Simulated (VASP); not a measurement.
The system is Cd.

```
Cd
1.0
    -1.75401    1.75401    1.75401
     1.75401   -1.75401    1.75401
     1.75401    1.75401   -1.75401
Cd
1
Direct
  0.00000 0.00000 0.00000
```

```yaml
Program: VASP 6.6.1
Task: relaxation of cell and atoms
Functional: PBE
Potentials_or_basis: VASP PAW PBE potentials, release 64 (Cd)
Cutoff: 600 eV
k_mesh: 13 × 13 × 13
Occupations: fermi-dirac, width 0.1 eV
Spin: no spin polarisation
```

At the start: pressure 4.0 GPa; volume 21.59 Å³/atom.

Task: Where does the relaxation end?

Result: Over 3 steps the energy falls by 21.3 meV/atom and the volume is 23.45 Å³/atom (+8.6 %); space group Im-3m (No. 229, to 0.05 Å).

Step by step:
```csv
step,energy change (eV),largest force (eV/Å),pressure (GPa),volume (Å³)
1,0.0000,0.0000,4.03,21.59
2,-0.0212,0.0000,0.20,23.33
3,-0.0213,0.0000,-0.01,23.45
```

Final structure:
```
Cd
1.0
    -1.80314    1.80314    1.80314
     1.80314   -1.80314    1.80314
     1.80314    1.80314   -1.80314
Cd
1
Direct
  0.00000 0.00000 0.00000
```
